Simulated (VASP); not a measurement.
# Si3N4 (Fd-3m) in VASP: relaxation of cell and atoms with PBE

Aim: the relaxation of cell and atoms of Si3N4 with PBE.

Program: VASP 6.6.1. These are calculated values, not measurements. Logs are shortened: lines on timing, memory, paths and dates and some standing lists are left out, and cuts for length are marked.

### Step 1. The cell of the first run

The structure is cubic, space group Fd-3m (No. 227). The conventional cell has a = 7.787 Å, b = 7.787 Å, c = 7.787 Å, α = 90.00°, β = 90.00°, γ = 90.00°. Si (site symmetry -3m) has 6 N at 1.89 Å within 2.5 Å. Within 2.4 Å of Si (site symmetry -43m) lie 4 N at 1.79 Å. N (site symmetry 3m) has 4 Si at 1.79 to 1.89 Å within 2.4 Å.

### Step 2. Relaxation of cell and atoms, PBE

The input, INCAR:

```
SYSTEM = Si3N4
ALGO     = Normal         ! electronic algorithm
EDIFF    = 1E-7           ! SCF threshold, eV
EDIFFG   = -0.005         ! ionic threshold
ENCUT    = 600            ! plane-wave cutoff, eV
GGA      = PE             ! functional
IBRION   = 2              ! ionic algorithm
ISIF     = 3              ! what is computed and relaxed
ISMEAR   = 0              ! smearing method
LASPH    = .TRUE.         ! aspherical terms in the spheres
LCHARG   = .FALSE.        ! write CHGCAR
LREAL    = .FALSE.        ! projectors in reciprocal space
LWAVE    = .FALSE.        ! write WAVECAR
NELM     = 80             ! most SCF steps
NSW      = 100            ! ionic steps
PREC     = Accurate       ! precision mode
SIGMA    = 0.02           ! smearing width, eV
```

The input, KPOINTS:

```
k-points
0
G
  6 6 6
  0 0 0
```

The input, POSCAR:

```
Si3N4
1.0
    0.0000000000      3.8937180000      3.8937180000
    3.8937180000      0.0000000000      3.8937180000
    3.8937180000      3.8937180000      0.0000000000
Si N
6 8
Direct
    0.1250000000      0.1250000000      0.6250000000
    0.1250000000      0.6250000000      0.1250000000
    0.6250000000      0.1250000000      0.1250000000
    0.1250000000      0.1250000000      0.1250000000
    0.7500000000      0.7500000000      0.7500000000
    0.5000000000      0.5000000000      0.5000000000
    0.3675630000      0.3675630000      0.3675630000
    0.3526890000      0.8824370000      0.8824370000
    0.8824370000      0.8824370000      0.3526890000
    0.8824370000      0.3526890000      0.8824370000
    0.3675630000      0.3675630000      0.8973110000
    0.3675630000      0.8973110000      0.3675630000
    0.8824370000      0.8824370000      0.8824370000
    0.8973110000      0.3675630000      0.3675630000
```

Potentials or basis: VASP PAW PBE potentials, release 64 (Si, N).

Command:

```console
$ cat potpaw_PBE.64/Si/POTCAR potpaw_PBE.64/N/POTCAR > POTCAR
$ mpirun -np 1 vasp_std > vasp.out
```

OUTCAR:

```text
SYSTEM = Si3N4
   EDIFF = 1E-7
   EDIFFG = -0.005
   ENCUT = 600
   GGA = PE
   IBRION = 2
   ISIF = 3
   ISMEAR = 0
   LASPH = .TRUE.
   LREAL = .FALSE.
   NELM = 80
   NSW = 100
   PREC = Accurate

 ion  position               nearest neighbor table
   1  0.125  0.125  0.625-   7 1.89  13 1.89  10 1.89  12 1.89   8 1.89  14 1.89   4 2.75   2 2.75
                             3 2.75   4 2.75   2 2.75   3 2.75
   2  0.125  0.625  0.125-   7 1.89  13 1.89   9 1.89  11 1.89   8 1.89  14 1.89   4 2.75   1 2.75
                             1 2.75   3 2.75   4 2.75   3 2.75
   3  0.625  0.125  0.125-   7 1.89  13 1.89  10 1.89  11 1.89  12 1.89   9 1.89   4 2.75   1 2.75
                             2 2.75   1 2.75   2 2.75   4 2.75
   4  0.125  0.125  0.125-   9 1.89  11 1.89  10 1.89   8 1.89  12 1.89  14 1.89   1 2.75   2 2.75
                             3 2.75   1 2.75   2 2.75   3 2.75
   5  0.750  0.750  0.750-   8 1.79   9 1.79  10 1.79  13 1.79
   6  0.500  0.500  0.500-  11 1.79  12 1.79  14 1.79   7 1.79
   7  0.368  0.368  0.368-   6 1.79   2 1.89   3 1.89   1 1.89
   8  0.353  0.882  0.882-   5 1.79   4 1.89   1 1.89   2 1.89
   9  0.882  0.882  0.353-   5 1.79   4 1.89   2 1.89   3 1.89
  10  0.882  0.353  0.882-   5 1.79   4 1.89   1 1.89   3 1.89
  11  0.368  0.368  0.897-   6 1.79   4 1.89   2 1.89   3 1.89
  12  0.368  0.897  0.368-   6 1.79   4 1.89   1 1.89   3 1.89
  13  0.882  0.882  0.882-   5 1.79   2 1.89   3 1.89   1 1.89
  14  0.897  0.368  0.368-   6 1.79   4 1.89   1 1.89   2 1.89

  LATTYP: Found a face centered cubic cell.
 ALAT       =     7.7874360000

  Lattice vectors:

 A1 = (   0.0000000000,   3.8937180000,   3.8937180000)
 A2 = (   3.8937180000,   0.0000000000,   3.8937180000)
 A3 = (   3.8937180000,   3.8937180000,   0.0000000000)

Analysis of symmetry for initial positions (statically):
=====================================================================
 Subroutine PRICEL returns:
 Original cell was already a primitive cell.

 Routine SETGRP: Setting up the symmetry group for a
 face centered cubic supercell.

 Subroutine GETGRP returns: Found 48 space group operations
 (whereof 24 operations were pure point group operations)
 out of a pool of 48 trial point group operations.

The static configuration has the point symmetry T_d .
 The point group associated with its full space group is O_h .

Analysis of symmetry for dynamics (positions and initial velocities):
=====================================================================
 Subroutine PRICEL returns:
 Original cell was already a primitive cell.

 Routine SETGRP: Setting up the symmetry group for a
 face centered cubic supercell.

 Subroutine GETGRP returns: Found 48 space group operations
 (whereof 24 operations were pure point group operations)
 out of a pool of 48 trial point group operations.

The dynamic configuration has the point symmetry T_d .
 The point group associated with its full space group is O_h .

 Subroutine INISYM returns: Found 48 space group operations
 (whereof 24 operations are pure point group operations),
 and found     1 'primitive' translations

----------------------------------------------------------------------------------------

                                     Primitive cell

  volume of cell :     118.0656

  direct lattice vectors                    reciprocal lattice vectors
     0.000000000  3.893718000  3.893718000    -0.128411970  0.128411970  0.128411970
     3.893718000  0.000000000  3.893718000     0.128411970 -0.128411970  0.128411970
     3.893718000  3.893718000  0.000000000     0.128411970  0.128411970 -0.128411970

  length of vectors
     5.506548804  5.506548804  5.506548804     0.222416057  0.222416057  0.222416057

  position of ions in fractional coordinates (direct lattice)
     0.125000000  0.125000000  0.625000000
     0.125000000  0.625000000  0.125000000
     0.625000000  0.125000000  0.125000000
     0.125000000  0.125000000  0.125000000
     0.750000000  0.750000000  0.750000000
     0.500000000  0.500000000  0.500000000
     0.367563000  0.367563000  0.367563000
     0.352689000  0.882437000  0.882437000
     0.882437000  0.882437000  0.352689000
     0.882437000  0.352689000  0.882437000
     0.367563000  0.367563000  0.897311000
     0.367563000  0.897311000  0.367563000
     0.882437000  0.882437000  0.882437000
     0.897311000  0.367563000  0.367563000

  ion indices of the primitive-cell ions
   primitive index   ion index
                 1           1
                 2           2
                 3           3
                 4           4
                 5           5
                 6           6
                 7           7
                 8           8
                 9           9
                10          10
                11          11
                12          12
                13          13
                14          14

----------------------------------------------------------------------------------------

 KPOINTS: k-points

Automatic generation of k-mesh.
 Grid dimensions read from file:
 generate k-points for:    6    6    6

 Generating k-lattice:

  Cartesian coordinates                     Fractional coordinates (reciprocal lattice)
    -0.021401995  0.021401995  0.021401995     0.166666667  0.000000000  0.000000000
     0.021401995 -0.021401995  0.021401995     0.000000000  0.166666667  0.000000000
     0.021401995  0.021401995 -0.021401995     0.000000000  0.000000000  0.166666667

  Length of vectors
     0.037069343  0.037069343  0.037069343

  Shift w.r.t. Gamma in fractional coordinates (k-lattice)
     0.000000000  0.000000000  0.000000000

 Subroutine IBZKPT returns following result:
 ===========================================

 Found     16 irreducible k-points:

 Following reciprocal coordinates:
            Coordinates               Weight
  0.000000  0.000000  0.000000      1.000000
  0.166667  0.000000  0.000000      8.000000
  0.333333  0.000000  0.000000      8.000000
  0.500000  0.000000  0.000000      4.000000
  0.166667  0.166667  0.000000      6.000000
  0.333333  0.166667  0.000000     24.000000
[... 8 lines left out ...]
 -0.333333  0.333333  0.166667     24.000000
 -0.333333  0.500000  0.166667     12.000000
   k-points           NKPTS =     16   k-points in BZ     NKDIM =     16   number of bands    NBANDS=     40
   number of dos      NEDOS =    301   number of ions     NIONS =     14
   total plane-waves  NPLWV = 110592
   dimension x,y,z NGX =    48 NGY =   48 NGZ =   48
   dimension x,y,z NGXF=    96 NGYF=   96 NGZF=   96
   ions per type =               6   8
   NGX,Y,Z   is equivalent  to a cutoff of  14.49, 14.49, 14.49 a.u.
   NGXF,Y,Z  is equivalent  to a cutoff of  28.98, 28.98, 28.98 a.u.
 SYSTEM =  Si3N4
   PREC   = accura    normal or accurate (medium, high low for compatibility)
   ISTART =      0    job   : 0-new  1-cont  2-samecut
   ICHARG =      2    charge: 1-file 2-atom 10-const
   ISPIN  =      1    spin polarized calculation?
   LNONCOLLINEAR =      F non collinear calculations
   LSORBIT =      F    spin-orbit coupling
   LASPH  =      T    aspherical Exc in radial PAW
   ENCUT  =  600.0 eV  44.10 Ry    6.64 a.u.  11.00 11.00 11.00*2*pi/ulx,y,z
   NELM   =     80;   NELMIN=  2; NELMDL= -5     # of ELM steps
   EDIFF  = 0.1E-06   stopping-criterion for ELM
   LREAL  =      F    real-space projection
   EDIFFG = -.5E-02   stopping-criterion for IOM
   NSW    =    100    number of steps for IOM
   IBRION =      2    ionic relax: 0-MD 1-quasi-New 2-CG
   NFREE  =      1    steps in history (QN), initial steepest desc. (CG)
   ISIF   =      3    stress and relaxation
   ISYM   =      2    0-nonsym 1-usesym 2-fastsym
   POTIM  = 0.5000    time-step for ionic-motion
   TEBEG  =    0.0;   TEEND  =   0.0 temperature during run
   PSTRESS=    0.0 pullay stress
   NELECT =      64.0000    total number of electrons
   NUPDOWN=      -1.0000    fix difference up-down
   EMIN   =  10.00;   EMAX   =-10.00  energy-range for DOS
   EFERMI =   0.00;   METHOD = LEGACY
   ISMEAR =     0;   SIGMA  =   0.02  broadening in eV -4-tet -1-fermi 0-gaus
   EFERMI_NEDOS =   21; number of points for ismear=-14 and -15
   IALGO  =     38    algorithm
   IMIX   =      4    mixing-type and parameters
     AMIX     =   0.40;   BMIX     =  1.00
     AMIX_MAG =   1.60;   BMIX_MAG =  1.00
  volume/ion in A,a.u.               =       8.43        56.91
  Fermi-wavevector in a.u.,A,eV,Ry     =   1.334833  2.522469 24.242584  1.781780
  Thomas-Fermi vector in A             =   2.463584
   LORBIT       =      0    0 simple, 1 ext, 2 COOP (PROOUT), +10 PAW based schemes
   GGA     = PE    functional components
   LHFCALC =     F    Hartree Fock is set to
   AEXX    =    0.0000 exact exchange contribution
   IVDW    =     0    specifies the selected vdW correction
   LEPSILON=     F    determine dielectric tensor
   LRPA    =     F    only Hartree local field effects (RPA)
 conjugate gradient relaxation of ions
 non-spin polarized calculation
 Gauss-broadening in eV      SIGMA  =   0.02
  energy-cutoff  :      600.00
  volume of cell :      118.07
 maximum number of plane-waves:      3954
 NGX is ok and might be reduce to    48
   NGX = 21   NGY = 21   NGZ = 21

--------------------------------------- Ionic step        1  -------------------------------------------

 number of electron      63.9999997 magnetization

 Free energy of the ion-electron system (eV)
  ---------------------------------------------------
  ext. energy  EPLUGINS =         0.00000000
  ---------------------------------------------------
  free energy    TOTEN  =      -112.49707181 eV

  energy without entropy =     -112.49707181  energy(sigma->0) =     -112.49707181

------------------------ aborting loop because EDIFF is reached ----------------------------------------

  FORCE on cell =-STRESS in cart. coord.  units (eV):
  Direction    XX          YY          ZZ          XY          YZ          ZX
  --------------------------------------------------------------------------------------
  -------------------------------------------------------------------------------------
  Total       -0.0916185     -0.0916185     -0.0916185      0.0000000     -0.0000000      0.0000000
  in kB       -1.2432842     -1.2432842     -1.2432842      0.0000000     -0.0000000      0.0000000
  external PRESSURE =      -1.2432842 kB  Pullay stress =       0.0000000 kB
[... 81 lines left out ...]
  energy  without entropy=     -112.4970544124  energy(sigma->0) =     -112.49705441

--------------------------------------- Ionic step        3  -------------------------------------------

 number of electron      63.9999997 magnetization

 Free energy of the ion-electron system (eV)
  ---------------------------------------------------
  ext. energy  EPLUGINS =         0.00000000
  ---------------------------------------------------
  free energy    TOTEN  =      -112.49709169 eV

  energy without entropy =     -112.49709169  energy(sigma->0) =     -112.49709169

 E-fermi :   9.2722     XC(G=0): -12.2211

 val. band max:        9.1042021104   @ k =  -0.1667   0.1667   0.0000
 cond. band min:      12.4395371279   @ k =   0.0000   0.0000   0.0000
 fundamental gap:      3.3353350175
 Fermi energy:         9.2721869582

 k-point     1 :       0.0000    0.0000    0.0000
  band No.  band energies     occupation
      1      -9.6642      2.00000
      2      -6.3905      2.00000
      3      -5.4693      2.00000
      4      -5.4693      2.00000
      5      -5.4693      2.00000
      6      -4.5071      2.00000
[... 718 lines left out ...]
  FREE ENERGIE OF THE ION-ELECTRON SYSTEM (eV)
  ---------------------------------------------------
  free  energy   TOTEN  =      -112.4970916935 eV

  energy  without entropy=     -112.4970916935  energy(sigma->0) =     -112.49709169

 reached required accuracy - stopping structural energy minimisation
```

Wall time 6.2 min (1 thread of Intel Xeon 8259CL, shared host); peak memory 0.35 GiB.

Results:

- Free energy: -112.4971 eV
- Relaxed volume: 8.43 Å³/atom
- Relaxed cell: a = 5.506 Å, b = 5.506 Å, c = 5.506 Å, α = 60.00°, β = 60.00°, γ = 60.00°
- Space group after relaxing (to 0.1 Å): Fd-3m (No. 227)
- Energy gained by relaxing: 0.0 meV/atom
- Ionic steps: 3
- Pressure after relaxing: 0.0 GPa
- Band gap on the k mesh: 3.34 eV (least direct gap 3.38 eV)

Final structure:
```yaml
crystal:
  lattice:
    - [0.00000, 3.89320, 3.89320]
    - [3.89320, 0.00000, 3.89320]
    - [3.89320, 3.89320, 0.00000]
  atoms:
    - { symbol: Si, position: [0.12500, 0.12500, 0.62500] }
    - { symbol: Si, position: [0.12500, 0.62500, 0.12500] }
    - { symbol: Si, position: [0.62500, 0.12500, 0.12500] }
    - { symbol: Si, position: [0.12500, 0.12500, 0.12500] }
    - { symbol: Si, position: [0.75000, 0.75000, 0.75000] }
    - { symbol: Si, position: [0.50000, 0.50000, 0.50000] }
    - { symbol: N, position: [0.36756, 0.36756, 0.36756] }
    - { symbol: N, position: [0.35267, 0.88244, 0.88244] }
    - { symbol: N, position: [0.88244, 0.88244, 0.35267] }
    - { symbol: N, position: [0.88244, 0.35267, 0.88244] }
    - { symbol: N, position: [0.36756, 0.36756, 0.89733] }
    - { symbol: N, position: [0.36756, 0.89733, 0.36756] }
    - { symbol: N, position: [0.88244, 0.88244, 0.88244] }
    - { symbol: N, position: [0.89733, 0.36756, 0.36756] }
```

Levels at points of the mesh, in eV from the valence-band top:
```
           k point  band 30  band 31  band 32  band 33  band 34  band 35
(0.00, 0.00, 0.00)    -0.04    -0.04    -0.04     3.34     3.34     3.34
(0.50, 0.00, 0.00)    -0.47    -0.34    -0.34     4.92     5.76     5.76
(0.50, 0.50, 0.00)    -1.10    -0.43    -0.43     6.63     6.63     6.94
```

A k mesh can miss the band edges.
